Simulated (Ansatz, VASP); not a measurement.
## One calculation of ZrB2, two programs

```xyz
3
Lattice="3.1650 0.0000 0.0000 -1.5825 2.7410 0.0000 0.0000 0.0000 3.5904" Properties=species:S:1:pos:R:3 pbc="T T T"
Zr    0.0000    0.0000    0.0000
B     0.0000    1.8273    1.7952
B     1.5825    0.9137    1.7952
```

Change from the starting cell: zz strain of +2 %.

Alike in both runs: task single point; functional PBE; k mesh 12 × 12 × 9; occupations fermi-dirac, width 0.05 eV; no spin polarisation.

|  | VASP | Ansatz |
| --- | --- | --- |
| version | VASP 6.6.1 | Ansatz 0.2.0 |
| potentials or method | VASP PAW PBE potentials, release 64 (Zr_sv, B), cutoff 520 eV | all-electron LAPW, scalar-relativistic |

Ansatz gave:

```
pressure (GPa)                                                : -2.0
traceless stress, the component that is largest in VASP (GPa) : -3.23
```

Question: Estimate VASP's values.

Answer: Pressure (GPa): -1.9; traceless stress, the component that is largest in VASP (GPa): -3.23.

Ansatz ran all-electron here, and VASP with PAW potentials.
